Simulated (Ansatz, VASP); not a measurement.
# One calculation of Na2S, two programs

File INCAR:

```
SYSTEM = Na2S
ALGO = Normal ; EDIFF = 1E-6
ENCUT = 500 ; GGA = PE
GGA_COMPAT = .False. ; ISIF = 2
ISMEAR = 0 ; LASPH = .True.
LCHARG = .True. ; LELF = .True.
LREAL = .False. ; LVHAR = .True.
LWAVE = .False. ; NBANDS = 17
NELM = 120 ; PREC = Accurate
SIGMA = 0.01
```

Contents of KPOINTS:

```
k-points
0
Gamma
  5 5 5
  0 0 0
```

POSCAR

```
Na2S
1.0
    0.0000000000      3.1837695226      3.1837695226
    3.1837695226      0.0000000000      3.1837695226
    3.1837695226      3.1837695226      0.0000000000
Na S
2 1
Direct
    0.2500000000      0.2500000000      0.2500000000
    0.7500000000      0.7500000000      0.7500000000
    0.0000000000      0.0000000000      0.0000000000
```

Input for Ansatz:

```yaml
crystal:
  lattice:
    - [0.0, 3.183769522627425, 3.183769522627425]
    - [3.183769522627425, 0.0, 3.183769522627425]
    - [3.183769522627425, 3.183769522627425, 0.0]
  atoms:
    - { symbol: Na, position: [0.25, 0.25, 0.25] }
    - { symbol: Na, position: [0.75, 0.75, 0.75] }
    - { symbol: S, position: [0.0, 0.0, 0.0] }
basis:
  ecutwfc: 500.0
kpoints:
  mp_grid:
    grid: [5, 5, 5]
hamiltonian:
  xc: pbe
  pseudopotentials:
    kind: paw
scf:
  occupations:
    method: fixed
output:
  stress: true
```

Alike in both runs: task single point; functional PBE; k mesh 5 × 5 × 5; no spin polarisation.

|  | VASP | Ansatz |
| --- | --- | --- |
| version | VASP 6.6.1 | Ansatz 0.2.0 |
| potentials or method | VASP PAW PBE potentials, release 64 (Na_pv, S), cutoff 500 eV | plane waves, PAW |
| occupations | gaussian, width 0.01 eV | fixed |
| valence electrons in the cell | 20 | 24 |

|  | VASP | Ansatz | Ansatz less VASP |
| --- | --- | --- | --- |
| pressure (GPa) | 3.2 | 3.2 | -0.02 |

VASP's potentials hold 20 valence electrons a cell and Ansatz's 24, so a difference there can come from the potentials and not from the codes.
